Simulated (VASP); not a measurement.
Here is a VASP 6.6.1 calculation.

INCAR

```
SYSTEM = HfO2
PREC = Accurate
ENCUT = 520
EDIFF = 1E-7
ISMEAR = 0
SIGMA = 0.02
LREAL = .False.
LASPH = .True.
NELM = 80
ALGO = Normal
ISIF = 2
LWAVE = .False.
LCHARG = .False.
GGA = PE
NBANDS = 18
```

The input KPOINTS:

```
regular mesh
0
Gamma
  8 8 8
  0 0 0
```

Contents of POSCAR:

```
HfO2
1.0
    0.0000000000      2.5487552940      2.5487552940
    2.5487552940      0.0000000000      2.5487552940
    2.5487552940      2.5487552940      0.0000000000
Hf O
1 2
Direct
    0.0000000000      0.0000000000      0.0000000000
    0.7500000000      0.7500000000      0.7500000000
    0.2500000000      0.2500000000      0.2500000000
```

Potentials or basis: VASP PAW PBE potentials, release 64 (Hf_pv, O).

Launch:

```console
$ cat potpaw_PBE.64/Hf_pv/POTCAR potpaw_PBE.64/O/POTCAR > POTCAR
$ mpirun -np 1 vasp_std > vasp.out
```

Predict the pressure.

-3.6 GPa.

Predict the band gap on the k mesh.

3.76 eV, direct.

Caveat: spin-orbit coupling is left out, which moves the levels of the heavy elements. Expect the measured gap to be larger: semilocal functionals such as PBE lack the derivative discontinuity.
